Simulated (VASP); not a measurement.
A run of VASP 6.6.1:

INCAR

```
SYSTEM = Ge
ALGO = Fast ; DIPOL = 0.5 0.5 0.500
EDIFF = 1E-6 ; EDIFFG = -0.01
ENCUT = 520 ; GGA = PE
IBRION = 2 ; IDIPOL = 3
ISIF = 2 ; ISMEAR = 0
IVDW = 12 ; LASPH = .TRUE.
LCHARG = .FALSE. ; LDIPOL = .TRUE.
LREAL = .FALSE. ; LWAVE = .FALSE.
NELM = 60 ; NSW = 60
PREC = Accurate ; SIGMA = 0.1
```

The input KPOINTS:

```
k-points
0
G
  12 12 1
  0 0 0
```

POSCAR

```
Ge
1.0
    4.3039456790      0.0000000000      0.0000000000
   -2.1519728395      3.7273262945      0.0000000000
    0.0000000000      0.0000000000     28.0000000000
Ge
2
Direct
    0.3333333333      0.6666666667      0.5122141777
    0.6666666667      0.3333333333      0.4877858223
```

Potentials or basis: VASP PAW PBE potentials, release 64 (Ge_d).

The run is started by

```sh
$ cat potpaw_PBE.64/Ge_d/POTCAR > POTCAR
$ mpirun -np 1 vasp_std > vasp.out
```

Hardware: 1 thread of Oxide Virtual Turin-like Processor, with other jobs on the host.

Question: How long does it take, and how much memory?

Answer: It took 7.1 min on 1 thread of Oxide Virtual Turin-like Processor (shared host), peak memory 0.53 GiB. Counts: scf iterations 47, k points 19, ion steps 4.
